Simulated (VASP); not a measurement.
# Sn (P-1) in VASP: further runs

Sn is run at these levels: LDA; tasks: single point.

Everything below comes from runs of VASP 6.6.1. Logs are shortened: lines on timing, memory, paths and dates and some standing lists are left out, and cuts for length are marked.

## 1. The cell of the first run

The typed cell holds 1 atom: a = 3.294 Å, b = 3.491 Å, c = 3.451 Å, α = 121.39°, β = 118.62°, γ = 90.34°.

## 2. Single point, LDA

INCAR

```
SYSTEM = Sn
ALGO = Normal
EDIFF = 1E-6
ENCUT = 520
GGA = CA
ISIF = 2
ISMEAR = 0
LASPH = .TRUE.
LCHARG = .FALSE.
LREAL = .FALSE.
LWAVE = .FALSE.
NBANDS = 13
NELM = 100
PREC = Accurate
SIGMA = 0.01
```

KPOINTS

```
k-points
0
G
  7 7 8
  0 0 0
```

POSCAR

```
Sn
1.0
   -1.6608700000      1.6466100000      2.3201400000
    1.7186400000     -1.7792100000      2.4634800000
    1.6795400000      1.7973600000     -2.4208300000
Sn
1
Direct
    0.0000000000      0.0000000000      0.0000000000
```

Potentials or basis: VASP PAW LDA potentials, release 64 (Sn_d).

Run with:

```
cat potpaw_LDA.64/Sn_d/POTCAR > POTCAR
mpirun -np 1 vasp_std > vasp.out
```

OUTCAR:

```text
SYSTEM = Sn
   EDIFF = 1E-6
   ENCUT = 520
   GGA = CA
   ISIF = 2
   ISMEAR = 0
   LASPH = .TRUE.
   LREAL = .FALSE.
   NELM = 100
   PREC = Accurate

 ion  position               nearest neighbor table
   1  0.000  0.000  0.000-

  LATTYP: Found a triclinic cell.
 ALAT       =     5.7910952227
 B/A-ratio  =     0.5688679413
 C/A-ratio  =     0.6028459190
 COS(alpha) =     0.0059545727
 COS(beta)  =     0.3171503176
 COS(gamma) =     0.8522441737

  Lattice vectors:

 A1 = (   1.6422000000,  -5.0905800000,  -2.2194500000)
 A2 = (   1.6608700000,  -1.6466100000,  -2.3201400000)
 A3 = (   1.7186400000,  -1.7792100000,   2.4634800000)

Analysis of symmetry for initial positions (statically):
=====================================================================
 Subroutine PRICEL returns:
 Original cell was already a primitive cell.

 Routine SETGRP: Setting up the symmetry group for a
 triclinic supercell.

 Subroutine GETGRP returns: Found  2 space group operations
 (whereof  2 operations were pure point group operations)
 out of a pool of  2 trial point group operations.

The static configuration has the point symmetry S_2 .

Analysis of symmetry for dynamics (positions and initial velocities):
=====================================================================
 Subroutine PRICEL returns:
 Original cell was already a primitive cell.

 Routine SETGRP: Setting up the symmetry group for a
 triclinic supercell.

 Subroutine GETGRP returns: Found  2 space group operations
 (whereof  2 operations were pure point group operations)
 out of a pool of  2 trial point group operations.

The dynamic configuration has the point symmetry S_2 .

 Subroutine INISYM returns: Found  2 space group operations
 (whereof  2 operations are pure point group operations),
 and found     1 'primitive' translations

----------------------------------------------------------------------------------------

                                     Primitive cell

  volume of cell :      27.9641

  direct lattice vectors                    reciprocal lattice vectors
    -1.660870000  1.646610000  2.320140000    -0.004312517  0.296739779  0.217324292
     1.718640000 -1.779210000  2.463480000     0.291670459  0.004431259  0.205647142
     1.679540000  1.797360000 -2.420830000     0.292675942  0.288906759  0.004473839

  length of vectors
     3.294368417  3.491138122  3.451344009     0.367835483  0.356906206  0.411274042

  position of ions in fractional coordinates (direct lattice)
     0.000000000  0.000000000  0.000000000

  ion indices of the primitive-cell ions
   primitive index   ion index
                 1           1

----------------------------------------------------------------------------------------

 KPOINTS: k-points

Automatic generation of k-mesh.
 Grid dimensions read from file:
 generate k-points for:    7    7    8

 Generating k-lattice:

  Cartesian coordinates                     Fractional coordinates (reciprocal lattice)
    -0.000616074  0.042391397  0.031046327     0.142857143 -0.000000000  0.000000000
     0.041667208  0.000633037  0.029378163     0.000000000  0.142857143 -0.000000000
     0.036584493  0.036113345  0.000559230    -0.000000000 -0.000000000  0.125000000

  Length of vectors
     0.052547926  0.050986601  0.051409255

  Shift w.r.t. Gamma in fractional coordinates (k-lattice)
     0.000000000  0.000000000  0.000000000

 Subroutine IBZKPT returns following result:
 ===========================================

 Found    197 irreducible k-points:

 Following reciprocal coordinates:
            Coordinates               Weight
  0.000000  0.000000  0.000000      1.000000
  0.142857  0.000000  0.000000      2.000000
  0.285714  0.000000  0.000000      2.000000
  0.428571  0.000000  0.000000      2.000000
  0.000000  0.142857  0.000000      2.000000
  0.142857  0.142857  0.000000      2.000000
[... 16 lines left out ...]
 -0.428571  0.428571  0.000000      2.000000
 -0.285714  0.428571  0.000000      2.000000
 [... further k-points ...]
   k-points           NKPTS =    197   k-points in BZ     NKDIM =    197   number of bands    NBANDS=     13
   number of dos      NEDOS =    301   number of ions     NIONS =      1
   total plane-waves  NPLWV =  21952
   dimension x,y,z NGX =    28 NGY =   28 NGZ =   28
   dimension x,y,z NGXF=    56 NGYF=   56 NGZF=   56
   ions per type =               1
   NGX,Y,Z   is equivalent  to a cutoff of  14.13, 13.33, 13.49 a.u.
   NGXF,Y,Z  is equivalent  to a cutoff of  28.26, 26.67, 26.97 a.u.
 SYSTEM =  Sn
   PREC   = accura    normal or accurate (medium, high low for compatibility)
   ISTART =      0    job   : 0-new  1-cont  2-samecut
   ICHARG =      2    charge: 1-file 2-atom 10-const
   ISPIN  =      1    spin polarized calculation?
   LNONCOLLINEAR =      F non collinear calculations
   LSORBIT =      F    spin-orbit coupling
   LASPH  =      T    aspherical Exc in radial PAW
   ENCUT  =  520.0 eV  38.22 Ry    6.18 a.u.   6.13  6.49  6.42*2*pi/ulx,y,z
   NELM   =    100;   NELMIN=  2; NELMDL= -5     # of ELM steps
   EDIFF  = 0.1E-05   stopping-criterion for ELM
   LREAL  =      F    real-space projection
   EDIFFG = 0.1E-04   stopping-criterion for IOM
   NSW    =      0    number of steps for IOM
   IBRION =     -1    ionic relax: 0-MD 1-quasi-New 2-CG
   NFREE  =      0    steps in history (QN), initial steepest desc. (CG)
   ISIF   =      2    stress and relaxation
   ISYM   =      2    0-nonsym 1-usesym 2-fastsym
   POTIM  = 0.5000    time-step for ionic-motion
   TEBEG  =    0.0;   TEEND  =   0.0 temperature during run
   PSTRESS=    0.0 pullay stress
   NELECT =      14.0000    total number of electrons
   NUPDOWN=      -1.0000    fix difference up-down
   EMIN   =  10.00;   EMAX   =-10.00  energy-range for DOS
   EFERMI =   0.00;   METHOD = LEGACY
   ISMEAR =     0;   SIGMA  =   0.01  broadening in eV -4-tet -1-fermi 0-gaus
   EFERMI_NEDOS =   21; number of points for ismear=-14 and -15
   IALGO  =     38    algorithm
   IMIX   =      4    mixing-type and parameters
     AMIX     =   0.40;   BMIX     =  1.00
     AMIX_MAG =   1.60;   BMIX_MAG =  1.00
  volume/ion in A,a.u.               =      27.96       188.71
  Fermi-wavevector in a.u.,A,eV,Ry     =   1.299922  2.456497 22.991103  1.689798
  Thomas-Fermi vector in A             =   2.431155
   LORBIT       =      0    0 simple, 1 ext, 2 COOP (PROOUT), +10 PAW based schemes
   GGA     = CA    functional components
   LHFCALC =     F    Hartree Fock is set to
   AEXX    =    0.0000 exact exchange contribution
   IVDW    =     0    specifies the selected vdW correction
   LEPSILON=     F    determine dielectric tensor
   LRPA    =     F    only Hartree local field effects (RPA)
 non-spin polarized calculation
 Gauss-broadening in eV      SIGMA  =   0.01
  energy-cutoff  :      520.00
  volume of cell :       27.96
 maximum number of plane-waves:       763
 NGX is ok and might be reduce to    28
   NGX = 13   NGY = 13   NGZ = 13

 number of electron      14.0000002 magnetization

 Free energy of the ion-electron system (eV)
  ---------------------------------------------------
  ext. energy  EPLUGINS =         0.00000000
  ---------------------------------------------------
  free energy    TOTEN  =        -4.40596038 eV

  energy without entropy =       -4.40593160  energy(sigma->0) =       -4.40594599

 E-fermi :   7.5143     XC(G=0): -10.4671

 val. band max:        7.5142563137   @ k =  -0.2857   0.4286   0.2500
 cond. band min:       7.5547666022   @ k =  -0.4286   0.2857   0.3750
 fundamental gap:      0.0405102885
 Fermi energy:         7.5142563138

 k-point     1 :       0.0000    0.0000    0.0000
  band No.  band energies     occupation
      1     -13.9404      2.00000
      2     -13.9339      2.00000
      3     -13.9067      2.00000
      4     -13.8529      2.00000
      5     -13.8415      2.00000
      6      -3.4334      2.00000
      7      14.0624      0.00000
      8      14.8986      0.00000
      9      15.5414      0.00000
     10      18.3099      0.00000
     11      18.4076      0.00000
     12      19.1942      0.00000
     13      20.0339      0.00000

 k-point     2 :       0.1429    0.0000    0.0000
  band No.  band energies     occupation
      1     -13.9223      2.00000
      2     -13.9163      2.00000
      3     -13.9024      2.00000
      4     -13.8561      2.00000
      5     -13.8446      2.00000
      6      -3.0025      2.00000
      7      12.2943      0.00000
      8      13.6780      0.00000
      9      14.3566      0.00000
     10      17.1539      0.00000
     11      19.2782      0.00000
     12      20.1886      0.00000
     13      21.2001      0.00000

 k-point     3 :       0.2857    0.0000    0.0000
  band No.  band energies     occupation
      1     -13.9210      2.00000
      2     -13.9084      2.00000
      3     -13.8895      2.00000
      4     -13.8263      2.00000
      5     -13.8212      2.00000
      6      -1.7110      2.00000
      7       7.8234      0.00000
      8      13.0471      0.00000
      9      13.3697      0.00000
     10      16.7325      0.00000
     11      18.8310      0.00000
     12      19.0573      0.00000
     13      19.3135      0.00000
[... 305 lines left out ...]
 k-point    23 :      -0.4286    0.4286    0.0000
  band No.  band energies     occupation
      1     -14.0025      2.00000
      2     -13.9416      2.00000
      3     -13.7950      2.00000
      4     -13.7748      2.00000
      5     -13.7568      2.00000
      6       1.4065      2.00000
      7       5.3951      2.00000
      8       9.3895      0.00000
      9       9.9333      0.00000
     10      12.9593      0.00000
     11      13.5989      0.00000
     12      26.8889      0.00000
     13      27.5909      0.00000

 k-point    24 :      -0.2857    0.4286    0.0000
  band No.  band energies     occupation
      1     -13.9675      2.00000
      2     -13.9151      2.00000
      3     -13.8274      2.00000
      4     -13.8064      2.00000
      5     -13.7843      2.00000
      6       0.1518      2.00000
      7       7.0358      2.00000
      8       8.8739      0.00000
      9      10.1434      0.00000
     10      13.7303      0.00000
     11      16.7406      0.00000
     12      23.4794      0.00000
     13      25.4427      0.00000

 [... further k-points ...]
[... 5 lines left out ...]
  --------------------------------------------------------------------------------------
  -------------------------------------------------------------------------------------
  Total       -0.5758480     -0.7347522     -0.7306601     -0.0635674     -0.0433176      0.0644825
  in kB      -32.9927319    -42.0970121    -41.8625608     -3.6420382     -2.4818435      3.6944697
  external PRESSURE =     -38.9841016 kB  Pullay stress =       0.0000000 kB

 VOLUME and BASIS-vectors are now :
 -----------------------------------------------------------------------------
  energy-cutoff  :      520.00
  volume of cell :       27.96
      direct lattice vectors                 reciprocal lattice vectors
    -1.660870000  1.646610000  2.320140000    -0.004312517  0.296739779  0.217324292
     1.718640000 -1.779210000  2.463480000     0.291670459  0.004431259  0.205647142
     1.679540000  1.797360000 -2.420830000     0.292675942  0.288906759  0.004473839

 POSITION                                       TOTAL-FORCE (eV/Angst)
 -----------------------------------------------------------------------------------
      0.00000      0.00000      0.00000         0.000000      0.000000      0.000000
 -----------------------------------------------------------------------------------
    total drift:                                0.000000     -0.000000     -0.000000

  FREE ENERGIE OF THE ION-ELECTRON SYSTEM (eV)
  ---------------------------------------------------
  free  energy   TOTEN  =        -4.4059603817 eV

  energy  without entropy=       -4.4059315965  energy(sigma->0) =       -4.40594599
```

It took 52 s on 1 thread of Intel Xeon 6975P-C (Granite Rapids), shared host; peak memory 0.18 GiB.

Results:

| Property | Result |
| --- | --- |
| Free energy | -4.4060 eV |
| Pressure | -3.9 GPa |
| Band gap on the k mesh | zero (band 7 reaches 14.06 eV, above the bottom of band 8 at 5.84 eV) |

Caveat: spin-orbit coupling is left out, which moves the levels of the heavy elements.

## 3. Single point, LDA

This run uses another cell than the first one, of 27.82 Å³/atom, 0.995 times its volume.

INCAR

```
SYSTEM = Sn
  ALGO = Normal
  EDIFF = 1E-7
  ENCUT = 520
  ISIF = 2
  ISMEAR = 0
  LASPH = .True.
  LCHARG = .False.
  LREAL = .False.
  LWAVE = .False.
  NBANDS = 13
  NELM = 80
  PREC = Accurate
  SIGMA = 0.01
```

KPOINTS

```
k-points
0
Gamma
  7 7 8
  0 0 0
```

POSCAR

```
Sn
1.0
   -1.6580972569      1.6438610633      2.3162666372
    1.7157708127     -1.7762396940      2.4593673379
    1.6767360883      1.7943593934     -2.4167885401
Sn
1
Direct
    0.0000000000      0.0000000000      0.0000000000
```

Potentials or basis: VASP PAW LDA potentials, release 64 (Sn_d).

Run with:

```
cat potpaw_LDA.64/Sn_d/POTCAR > POTCAR
mpirun -np 1 vasp_std > vasp.out
```

OUTCAR:

```text
SYSTEM = Sn
   EDIFF = 1E-7
   ENCUT = 520
   ISIF = 2
   ISMEAR = 0
   LASPH = .True.
   LREAL = .False.
   NELM = 80
   PREC = Accurate

 ion  position               nearest neighbor table
   1  0.000  0.000  0.000-

  LATTYP: Found a triclinic cell.
 ALAT       =     5.7814272660
 B/A-ratio  =     0.5688679413
 C/A-ratio  =     0.6028459190
 COS(alpha) =     0.0059545727
 COS(beta)  =     0.3171503176
 COS(gamma) =     0.8522441737

[... 557 lines left out ...]
      3     -13.7681      2.00000
      4     -13.7468      2.00000
      5     -13.7243      2.00000
      6       0.1940      2.00000
      7       7.1013      2.00000
      8       8.9368      0.00000
      9      10.2124      0.00000
     10      13.7995      0.00000
     11      16.8250      0.00000
     12      23.5838      0.00000
     13      25.5563      0.00000

 [... further k-points ...]
[... 5 lines left out ...]
  --------------------------------------------------------------------------------------
  -------------------------------------------------------------------------------------
  Total       -0.5334295     -0.6936398     -0.6886224     -0.0638312     -0.0417992      0.0643719
  in kB      -30.7159748    -39.9412155    -39.6523045     -3.6755316     -2.4068865      3.7066693
  external PRESSURE =     -36.7698316 kB  Pullay stress =       0.0000000 kB

 VOLUME and BASIS-vectors are now :
 -----------------------------------------------------------------------------
  energy-cutoff  :      520.00
  volume of cell :       27.82
      direct lattice vectors                 reciprocal lattice vectors
    -1.658097257  1.643861063  2.316266637    -0.004319728  0.297236001  0.217687711
     1.715770813 -1.776239694  2.459367338     0.292158204  0.004438669  0.205991034
     1.676736088  1.794359393 -2.416788540     0.293165368  0.289389882  0.004481321

 POSITION                                       TOTAL-FORCE (eV/Angst)
 -----------------------------------------------------------------------------------
      0.00000      0.00000      0.00000         0.000000      0.000000     -0.000000
 -----------------------------------------------------------------------------------
    total drift:                               -0.000000     -0.000000      0.000000

  FREE ENERGIE OF THE ION-ELECTRON SYSTEM (eV)
  ---------------------------------------------------
  free  energy   TOTEN  =        -4.4091952808 eV

  energy  without entropy=       -4.4091664956  energy(sigma->0) =       -4.40918089
```

OSZICAR:

```text
N       E                     dE             d eps       ncg     rms          rms(c)
DAV:   1     0.814878929613E+02    0.81488E+02   -0.71658E+03  5273   0.159E+03
DAV:   2     0.155180397287E+01   -0.79936E+02   -0.77364E+02  5522   0.343E+02
DAV:   3    -0.429718508615E+01   -0.58490E+01   -0.58230E+01  5985   0.750E+01
DAV:   4    -0.442078112350E+01   -0.12360E+00   -0.12357E+00  6355   0.117E+01
DAV:   5    -0.442507913207E+01   -0.42980E-02   -0.42979E-02  6647   0.214E+00    0.128E+00
DAV:   6    -0.441358515184E+01    0.11494E-01   -0.10596E-02  6625   0.170E+00    0.701E-01
DAV:   7    -0.440942332278E+01    0.41618E-02   -0.64387E-03  6532   0.123E+00    0.899E-02
DAV:   8    -0.440919488562E+01    0.22844E-03   -0.59342E-04  6302   0.425E-01    0.180E-02
DAV:   9    -0.440919545450E+01   -0.56888E-06   -0.11320E-05  7024   0.412E-02    0.106E-02
DAV:  10    -0.440919528592E+01    0.16858E-06   -0.91367E-07  7081   0.112E-02    0.519E-04
DAV:  11    -0.440919528080E+01    0.51150E-08   -0.28174E-08  4436   0.225E-03
   1 F= -.44091953E+01 E0= -.44091809E+01  d E =-.287852E-04
```

stdout:

```text
POSCAR found type information on POSCAR Sn
 POSCAR found :  1 types and       1 ions
 scaLAPACK will be used
 LDA part: xc-table for (Slater(with rela. corr.)+CA(PZ))
 , standard interpolation
 POSCAR, INCAR and KPOINTS ok, starting setup
 FFT: planning ... GRIDC
 FFT: planning ... GRID_SOFT
 FFT: planning ... GRID
 WAVECAR not read
 entering main loop
```

It took 39 s on 1 thread of Intel Xeon 6975P-C (Granite Rapids), shared host; peak memory 0.18 GiB.

Results:

```yaml
Free_energy: -4.4092 eV
Pressure: -3.7 GPa
Band_gap_on_the_k_mesh: zero (band 7 reaches 14.16 eV, above the bottom of band 8 at 5.89 eV)
```

Levels at points of the mesh, in eV from the Fermi level:
| k point | band 4 | band 5 | band 6 | band 7 | band 8 | band 9 | band 10 | band 11 |
| --- | --- | --- | --- | --- | --- | --- | --- | --- |
| (0.00, 0.00, 0.00) | -21.37 | -21.36 | -10.98 | 6.58 | 7.42 | 8.07 | 10.82 | 10.90 |
| (0.00, 0.00, 0.50) | -21.28 | -21.27 | -5.15 | -3.59 | 1.44 | 2.86 | 5.08 | 6.51 |

Caveat: spin-orbit coupling is left out, which moves the levels of the heavy elements.

## 4. Single point, LDA

This run uses another cell than the first one, of 28.10 Å³/atom, 1.005 times its volume.

INCAR

```
PREC = Accurate
ENCUT = 520
EDIFF = 1E-7
ISMEAR = 0
SIGMA = 0.01
LREAL = False
LASPH = True
NELM = 80
ALGO = Normal
ISIF = 2
LWAVE = False
LCHARG = False
GGA = CA
NBANDS = 13
```

KPOINTS

```
regular mesh
0
Gamma
  7 7 8
```

POSCAR

```
Sn
1.0
   -1.6636335159      1.6493497887      2.3240004730
    1.7214996392     -1.7821704214      2.4675789759
    1.6823345809      1.8003506212     -2.4248580108
Sn
1
Direct
    0.0000000000      0.0000000000      0.0000000000
```

Run with:

```
cat potpaw_LDA.64/Sn_d/POTCAR > POTCAR
mpirun -np 1 vasp_std > vasp.out
```

Wall time 62 s (1 thread of Intel Xeon 6975P-C (Granite Rapids), shared host); peak memory 0.18 GiB.

Results (log left out):

```yaml
Free_energy: -4.4025 eV
Pressure: -4.1 GPa
Band_gap_on_the_k_mesh: zero (band 7 reaches 13.97 eV, above the bottom of band 8 at 5.80 eV)
```

Stress tensor (GPa, compression positive):
```
-3.51 -0.36  0.37
-0.36 -4.41 -0.26
 0.37 -0.26 -4.39
```

Levels at points of the mesh, in eV from the Fermi level:
```
           k point  band 5  band 6  band 7  band 8  band 9  band 10
(0.00, 0.00, 0.00)  -21.35  -10.91    6.51    7.35    7.98    10.77
(0.00, 0.00, 0.50)  -21.27   -5.16   -3.54    1.44    2.84     5.06
```

Caveat: spin-orbit coupling is left out, which moves the levels of the heavy elements.

## 5. The runs side by side

| cell | gap on the mesh (eV) | pressure (GPa) |
| --- | --- | --- |
| a = 3.294, b = 3.491, c = 3.451 Å, angles 121.4, 118.6, 90.3°, 1 atom | none | -3.9 |
| a = 3.289, b = 3.485, c = 3.446 Å, angles 121.4, 118.6, 90.3°, 1 atom | none | -3.7 |
| a = 3.300, b = 3.497, c = 3.457 Å, angles 121.4, 118.6, 90.3°, 1 atom | none | -4.1 |

Alike in all rows: task single point; level LDA; potentials or basis VASP PAW LDA potentials, release 64 (Sn_d); no spin polarisation; k mesh 7 × 7 × 8; cutoff (eV) 520; smearing gaussian 0.01 eV.

Caveats: spin-orbit coupling is left out, which moves the levels of the heavy elements.

Total energies depend on the potentials used, so only differences within one code and one set of settings carry meaning.
